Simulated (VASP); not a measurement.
# Cu (Fm-3m) in VASP: further runs, part 2 of 2

VASP 6.6.1.

### Step 4. Single point, LDA

This run uses another cell than the first one, of 10.52 Å³/atom, 1.034 times its volume.

The input, INCAR:

```
SYSTEM = Cu
ALGO     = Normal         ! electronic algorithm
EDIFF    = 1E-6           ! SCF threshold, eV
ENCUT    = 520            ! plane-wave cutoff, eV
ISIF     = 2              ! what is computed and relaxed
ISMEAR   = -1             ! smearing method
LASPH    = .TRUE.         ! aspherical terms in the spheres
LCHARG   = .FALSE.        ! write CHGCAR
LREAL    = .FALSE.        ! projectors in reciprocal space
LWAVE    = .FALSE.        ! write WAVECAR
NBANDS   = 12             ! bands
NELM     = 60             ! most SCF steps
PREC     = Accurate       ! precision mode
SIGMA    = 0.1            ! smearing width, eV
```

The input, KPOINTS:

```
k-points
0
G
  26 26 26
  0 0 0
```

The input, POSCAR:

```
Cu
1.0
    0.0000000000      1.7393118496      1.7393118496
    1.7393118496      0.0000000000      1.7393118496
    1.7393118496      1.7393118496      0.0000000000
Cu
1
Direct
    0.0000000000      0.0000000000      0.0000000000
```

Potentials or basis: VASP PAW LDA potentials, release 64 (Cu).

Run with:

```sh
$ cat potpaw_LDA.64/Cu/POTCAR > POTCAR
$ mpirun -np 1 vasp_std > vasp.out
```

OUTCAR:

```text
SYSTEM = Cu
   EDIFF = 1E-6
   ENCUT = 520
   ISIF = 2
   ISMEAR = -1
   LASPH = .TRUE.
   LREAL = .FALSE.
   NELM = 60
   PREC = Accurate

 ion  position               nearest neighbor table
   1  0.000  0.000  0.000-

  LATTYP: Found a face centered cubic cell.
 ALAT       =     3.4786236992

  Lattice vectors:

 A1 = (   0.0000000000,   1.7393118496,   1.7393118496)
 A2 = (   1.7393118496,   0.0000000000,   1.7393118496)
 A3 = (   1.7393118496,   1.7393118496,   0.0000000000)

Analysis of symmetry for initial positions (statically):
=====================================================================
 Subroutine PRICEL returns:
 Original cell was already a primitive cell.

 Routine SETGRP: Setting up the symmetry group for a
 face centered cubic supercell.

 Subroutine GETGRP returns: Found 48 space group operations
 (whereof 48 operations were pure point group operations)
 out of a pool of 48 trial point group operations.

The static configuration has the point symmetry O_h .

Analysis of symmetry for dynamics (positions and initial velocities):
=====================================================================
 Subroutine PRICEL returns:
 Original cell was already a primitive cell.

 Routine SETGRP: Setting up the symmetry group for a
 face centered cubic supercell.

 Subroutine GETGRP returns: Found 48 space group operations
 (whereof 48 operations were pure point group operations)
 out of a pool of 48 trial point group operations.

The dynamic configuration has the point symmetry O_h .

 Subroutine INISYM returns: Found 48 space group operations
 (whereof 48 operations are pure point group operations),
 and found     1 'primitive' translations

----------------------------------------------------------------------------------------

                                     Primitive cell

  volume of cell :      10.5236

  direct lattice vectors                    reciprocal lattice vectors
     0.000000000  1.739311850  1.739311850    -0.287470013  0.287470013  0.287470013
     1.739311850  0.000000000  1.739311850     0.287470013 -0.287470013  0.287470013
     1.739311850  1.739311850  0.000000000     0.287470013  0.287470013 -0.287470013

  length of vectors
     2.459758407  2.459758407  2.459758407     0.497912668  0.497912668  0.497912668

  position of ions in fractional coordinates (direct lattice)
     0.000000000  0.000000000  0.000000000

  ion indices of the primitive-cell ions
   primitive index   ion index
                 1           1

----------------------------------------------------------------------------------------

 KPOINTS: k-points

Automatic generation of k-mesh.
 Grid dimensions read from file:
 generate k-points for:   26   26   26

 Generating k-lattice:

  Cartesian coordinates                     Fractional coordinates (reciprocal lattice)
    -0.011056539  0.011056539  0.011056539     0.038461538  0.000000000  0.000000000
     0.011056539 -0.011056539  0.011056539     0.000000000  0.038461538  0.000000000
     0.011056539  0.011056539 -0.011056539     0.000000000  0.000000000  0.038461538

  Length of vectors
     0.019150487  0.019150487  0.019150487

  Shift w.r.t. Gamma in fractional coordinates (k-lattice)
     0.000000000  0.000000000  0.000000000

 Subroutine IBZKPT returns following result:
 ===========================================

 Found    511 irreducible k-points:

 Following reciprocal coordinates:
            Coordinates               Weight
  0.000000  0.000000  0.000000      1.000000
  0.038462  0.000000  0.000000      8.000000
  0.076923  0.000000  0.000000      8.000000
  0.115385  0.000000  0.000000      8.000000
  0.153846  0.000000  0.000000      8.000000
  0.192308  0.000000  0.000000      8.000000
[... 16 lines left out ...]
  0.346154  0.038462  0.000000     24.000000
  0.384615  0.038462  0.000000     24.000000
 [... further k-points ...]
   k-points           NKPTS =    511   k-points in BZ     NKDIM =    511   number of bands    NBANDS=     12
   number of dos      NEDOS =    301   number of ions     NIONS =      1
   total plane-waves  NPLWV =   5832
   dimension x,y,z NGX =    18 NGY =   18 NGZ =   18
   dimension x,y,z NGXF=    36 NGYF=   36 NGZF=   36
   ions per type =               1
   NGX,Y,Z   is equivalent  to a cutoff of  12.17, 12.17, 12.17 a.u.
   NGXF,Y,Z  is equivalent  to a cutoff of  24.33, 24.33, 24.33 a.u.
 SYSTEM =  Cu
   PREC   = accura    normal or accurate (medium, high low for compatibility)
   ISTART =      0    job   : 0-new  1-cont  2-samecut
   ICHARG =      2    charge: 1-file 2-atom 10-const
   ISPIN  =      1    spin polarized calculation?
   LNONCOLLINEAR =      F non collinear calculations
   LSORBIT =      F    spin-orbit coupling
   LASPH  =      T    aspherical Exc in radial PAW
   ENCUT  =  520.0 eV  38.22 Ry    6.18 a.u.   4.57  4.57  4.57*2*pi/ulx,y,z
   NELM   =     60;   NELMIN=  2; NELMDL= -5     # of ELM steps
   EDIFF  = 0.1E-05   stopping-criterion for ELM
   LREAL  =      F    real-space projection
   EDIFFG = 0.1E-04   stopping-criterion for IOM
   NSW    =      0    number of steps for IOM
   IBRION =     -1    ionic relax: 0-MD 1-quasi-New 2-CG
   NFREE  =      0    steps in history (QN), initial steepest desc. (CG)
   ISIF   =      2    stress and relaxation
   ISYM   =      2    0-nonsym 1-usesym 2-fastsym
   POTIM  = 0.5000    time-step for ionic-motion
   TEBEG  =    0.0;   TEEND  =   0.0 temperature during run
   PSTRESS=    0.0 pullay stress
   NELECT =      11.0000    total number of electrons
   NUPDOWN=      -1.0000    fix difference up-down
   EMIN   =  10.00;   EMAX   =-10.00  energy-range for DOS
   EFERMI =   0.00;   METHOD = LEGACY
   ISMEAR =    -1;   SIGMA  =   0.10  broadening in eV -4-tet -1-fermi 0-gaus
   EFERMI_NEDOS =   21; number of points for ismear=-14 and -15
   IALGO  =     38    algorithm
   IMIX   =      4    mixing-type and parameters
     AMIX     =   0.40;   BMIX     =  1.00
     AMIX_MAG =   1.60;   BMIX_MAG =  1.00
  volume/ion in A,a.u.               =      10.52        71.02
  Fermi-wavevector in a.u.,A,eV,Ry     =   1.661441  3.139668 37.557337  2.760386
  Thomas-Fermi vector in A             =   2.748504
   LORBIT       =      0    0 simple, 1 ext, 2 COOP (PROOUT), +10 PAW based schemes
   GGA     = CA    functional components
   LHFCALC =     F    Hartree Fock is set to
   AEXX    =    0.0000 exact exchange contribution
   IVDW    =     0    specifies the selected vdW correction
   LEPSILON=     F    determine dielectric tensor
   LRPA    =     F    only Hartree local field effects (RPA)
 non-spin polarized calculation
  energy-cutoff  :      520.00
  volume of cell :       10.52
 maximum number of plane-waves:       297
   NGX =  9   NGY =  9   NGZ =  9

 number of electron      10.9999989 magnetization

 Free energy of the ion-electron system (eV)
  ---------------------------------------------------
  ext. energy  EPLUGINS =         0.00000000
  ---------------------------------------------------
  free energy    TOTEN  =        -4.70261872 eV

  energy without entropy =       -4.69388286  energy(sigma->0) =       -4.69825079

 E-fermi :   8.9075     XC(G=0): -13.7911

 val. band max:        8.8991718255   @ k =  -0.4231   0.1154   0.0000
 cond. band min:       8.9305751088   @ k =   0.5000   0.3462   0.1538
 fundamental gap:      0.0314032833
 Fermi energy:         8.9075461193

 k-point     1 :       0.0000    0.0000    0.0000
  band No.  band energies     occupation
      1      -1.3851      2.00000
      2       5.4215      2.00000
      3       5.4215      2.00000
      4       5.4215      2.00000
      5       6.4226      2.00000
      6       6.4226      2.00000
      7      32.4600      0.00000
      8      35.8639      0.00000
      9      35.8639      0.00000
     10      35.8639      0.00000
     11      38.5359      0.00000
     12      38.5359      0.00000

 k-point     2 :       0.0385    0.0000    0.0000
  band No.  band energies     occupation
      1      -1.3264      2.00000
      2       5.4073      2.00000
      3       5.4340      2.00000
      4       5.4340      2.00000
      5       6.4173      2.00000
      6       6.4173      2.00000
      7      32.2468      0.00000
      8      34.8892      0.00000
      9      35.6744      0.00000
     10      35.6744      0.00000
     11      38.8016      0.00000
     12      38.8016      0.00000
[... 316 lines left out ...]
 k-point    24 :       0.3846    0.0385    0.0000
  band No.  band energies     occupation
      1       2.6501      2.00000
      2       5.4477      2.00000
      3       5.4964      2.00000
      4       5.7375      2.00000
      5       6.9523      2.00000
      6       6.9577      2.00000
      7      16.6236      0.00000
      8      31.0736      0.00000
      9      31.6481      0.00000
     10      33.4055      0.00000
     11      36.3976      0.00000
     12      37.7950      0.00000

 [... further k-points ...]
[... 5 lines left out ...]
  --------------------------------------------------------------------------------------
  -------------------------------------------------------------------------------------
  Total        0.5176211      0.5176211      0.5176211      0.0000000      0.0000000     -0.0000000
  in kB       78.8061624     78.8061624     78.8061624      0.0000000      0.0000000     -0.0000000
  external PRESSURE =      78.8061624 kB  Pullay stress =       0.0000000 kB

 VOLUME and BASIS-vectors are now :
 -----------------------------------------------------------------------------
  energy-cutoff  :      520.00
  volume of cell :       10.52
      direct lattice vectors                 reciprocal lattice vectors
     0.000000000  1.739311850  1.739311850    -0.287470013  0.287470013  0.287470013
     1.739311850  0.000000000  1.739311850     0.287470013 -0.287470013  0.287470013
     1.739311850  1.739311850  0.000000000     0.287470013  0.287470013 -0.287470013

 POSITION                                       TOTAL-FORCE (eV/Angst)
 -----------------------------------------------------------------------------------
      0.00000      0.00000      0.00000        -0.000000     -0.000000      0.000000
 -----------------------------------------------------------------------------------
    total drift:                               -0.000000     -0.000000      0.000000

  FREE ENERGIE OF THE ION-ELECTRON SYSTEM (eV)
  ---------------------------------------------------
  free  energy   TOTEN  =        -4.7026187218 eV

  energy  without entropy=       -4.6938828629  energy(sigma->0) =       -4.69825079
```

Wall time 19 s (1 thread of Intel Xeon 6975P-C (Granite Rapids), shared host); peak memory 0.16 GiB.

What came out:

```yaml
Free_energy: -4.7026 eV
Pressure: 7.9 GPa
```

### Step 5. Overview

| cell | gap on the mesh (eV) | pressure (GPa) |
| --- | --- | --- |
| a = 2.433 Å, angles 60.0°, 1 atom | none | 15.9 |
| a = 2.449 Å, angles 60.0°, 1 atom | none | 10.9 |
| a = 2.460 Å, angles 60.0°, 1 atom | none | 7.9 |

Alike in all rows: task single point; level LDA; potentials or basis VASP PAW LDA potentials, release 64 (Cu); no spin polarisation; k mesh 26 × 26 × 26; cutoff (eV) 520; smearing fermi-dirac 0.1 eV.

Total energies depend on the potentials used, so only differences within one code and one set of settings carry meaning.
